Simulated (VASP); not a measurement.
A run of VASP 6.6.1 is set up as follows.

File INCAR:

```
SYSTEM = Rb
PREC = Accurate
ENCUT = 520
EDIFF = 1E-6
ISMEAR = -1
SIGMA = 0.1
LREAL = .FALSE.
LASPH = .TRUE.
NELM = 80
ALGO = Normal
ISIF = 2
LWAVE = .FALSE.
LCHARG = .TRUE.
GGA = B5
ALDAX = 1.0
AGGAX = 1.0
AGGAC = 1.0
ALDAC = 0.0
LELF = .TRUE.
LVHAR = .TRUE.
NBANDS = 26
```

File KPOINTS:

```
regular mesh
0
G
  8 8 3
  0 0 0
```

Contents of POSCAR:

```
Rb
1.0
    4.9022950158      0.0000000000      0.0000000000
   -2.4511475079      4.2455120206      0.0000000000
    0.0000000000      0.0000000000     16.1757182729
Rb
4
Direct
    1.0000000000      1.0000000000      0.0000000000
    1.0000000000      0.0000000000      0.5000000000
    0.3333333333      0.6666666667      0.2500000000
    0.6666666667      0.3333333333      0.7500000000
```

Potentials or basis: VASP PAW PBE potentials, release 64 (Rb_sv).

Launch:

```sh
$ cat potpaw_PBE.64/Rb_sv/POTCAR > POTCAR
$ mpirun -np 1 vasp_std > vasp.out
```

Estimate the pressure.

0.4 GPa.

What does it give for the band gap on the k mesh?

Zero (bands 18 and 19 overlap by 1.99 eV).

Stress tensor (GPa, compression positive):
```
0.43 0.00 0.00
0.00 0.43 0.00
0.00 0.00 0.33
```

Caveat: the PAW data sets were made with another functional, which shifts forces and pressure a little.
